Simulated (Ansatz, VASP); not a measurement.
**One calculation of LaNb4O, two programs**

The input INCAR:

```
PREC = Accurate
ENCUT = 520
EDIFF = 1E-6
ISMEAR = 0
SIGMA = 0.1
LREAL = False
LASPH = True
NELM = 150
ALGO = Normal
ISIF = 2
LWAVE = False
LCHARG = False
ISPIN = 2
MAGMOM = 0 0 0 0 0 0
LORBIT = 11
LMAXMIX = 6
GGA = PE
NBANDS = 48
```

File KPOINTS:

```
regular mesh
0
Gamma
  4 4 4
```

POSCAR

```
LaNb4O
1.0
    4.3254494200      0.0000000000      0.0000000000
    0.0000000000      4.3254494200      0.0000000000
    0.0000000000      0.0000000000      6.1302566000
La Nb O
1 4 1
Direct
    0.0000000000      0.0000000000      0.0000000000
    0.5000000000      0.0000000000      0.7565800000
    0.0000000000      0.5000000000      0.2434200000
    0.5000000000      0.0000000000      0.2434200000
    0.0000000000      0.5000000000      0.7565800000
    0.5000000000      0.5000000000      0.5000000000
```

Input for Ansatz:

```yaml
crystal:
  lattice:
    - [4.32544942, 0.0, 0.0]
    - [0.0, 4.32544942, 0.0]
    - [0.0, 0.0, 6.1302566]
  atoms:
    - { symbol: La, position: [0.0, 0.0, 0.0] }
    - { symbol: Nb, position: [0.5, 0.0, 0.75658] }
    - { symbol: Nb, position: [0.0, 0.5, 0.24342] }
    - { symbol: Nb, position: [0.5, 0.0, 0.24342] }
    - { symbol: Nb, position: [0.0, 0.5, 0.75658] }
    - { symbol: O, position: [0.5, 0.5, 0.5] }
basis:
  ecutwfc: 420
kpoints:
  mp_grid: { grid: [4, 4, 4] }
hamiltonian:
  xc: pbe
scf:
  occupations: { method: gaussian, width: 0.1 }
  lower_state_search: "off"
output:
  forces: true
  stress: true
  eigenvalues: true
  populations: true
magnetization:
  spin_polarized: true
```

Change from the starting cell: species swapped into the Na4SeS type (P4/mmm, No. 123).

Alike in both runs: task single point; functional PBE; k mesh 4 × 4 × 4; occupations gaussian, width 0.1 eV; collinear spin.

```csv
,VASP,Ansatz
version,VASP 6.6.1,Ansatz 0.2.0
potentials or method,"VASP PAW PBE potentials, release 64 (La, Nb_sv, O), cutoff 520 eV","scalar-relativistic, plane waves, PAW"
valence electrons in the cell,69,69
```

|  | VASP | Ansatz | Ansatz less VASP |
| --- | --- | --- | --- |
| gap on the k mesh at the Fermi level (eV) | none | none | - |
| pressure (GPa) | -1.2 | -1.0 | +0.21 |
| traceless stress, the component that is largest in VASP (GPa) | -1.25 | -1.27 | -0.012 |
| rms of the force components (eV/Å) | 0.687 | 0.690 | +0.0028 |

Atom by atom the forces differ by 0.003 eV/Å (rms over components). A gap of «none» marks a metal or a gap that the smearing closes. The functional is the same, so the differences come from potentials, cutoffs and numerics. Ansatz's warnings: no starting moments, stability check not made.

The k mesh is coarse, so the values compare programs but aren't converged. Neither program's run includes spin-orbit coupling.
